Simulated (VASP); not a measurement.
Wanted: the native input for a VASP 6.6.1 run.

- Task: single point
- Functional: PBE
- Potentials or basis: VASP PAW PBE potentials, release 64 (Si, C)
- Cutoff: 520 eV
- k mesh: 16 × 16 × 16
- Occupations: fermi-dirac, width 0.1 eV
- Spin: no spin polarisation
- Dipole correction: no
- Further INCAR settings: ALGO = Normal; EDIFF = 1e-07; NBANDS = 11

The structure of SiC (rocksalt type) lies in POSCAR:

```
SiC
1.0
    0.0000000000      2.0292411945      2.0292411945
    2.0292411945      0.0000000000      2.0292411945
    2.0292411945      2.0292411945      0.0000000000
Si C
1 1
Direct
    0.0000000000      0.0000000000      0.0000000000
    0.5000000000      0.5000000000      0.5000000000
```

One way to write it, as run:

INCAR

```
PREC = Accurate ; ENCUT = 520
EDIFF = 1E-7 ; ISMEAR = -1
SIGMA = 0.1 ; LREAL = False
LASPH = True ; NELM = 100
ALGO = Normal ; ISIF = 2
LWAVE = False ; LCHARG = False
GGA = PE ; NBANDS = 11
```

KPOINTS

```
regular mesh
0
Gamma
  16 16 16
```

Potentials or basis: VASP PAW PBE potentials, release 64 (Si, C).

Run with:

```sh
$ cat potpaw_PBE.64/Si/POTCAR potpaw_PBE.64/C/POTCAR > POTCAR
$ mpirun -np 1 vasp_std > vasp.out
```

Results of the run:

| Quantity | Value |
| --- | --- |
| Pressure | 0.2 GPa |
| Band gap on the k mesh | zero (band 4 reaches 12.36 eV, above the bottom of band 5 at 11.30 eV) |

Run time: 7.8 s on 1 thread of Intel(R) Xeon(R) 6975P-C (Granite Rapids) (shared host), peak memory 0.14 GiB.
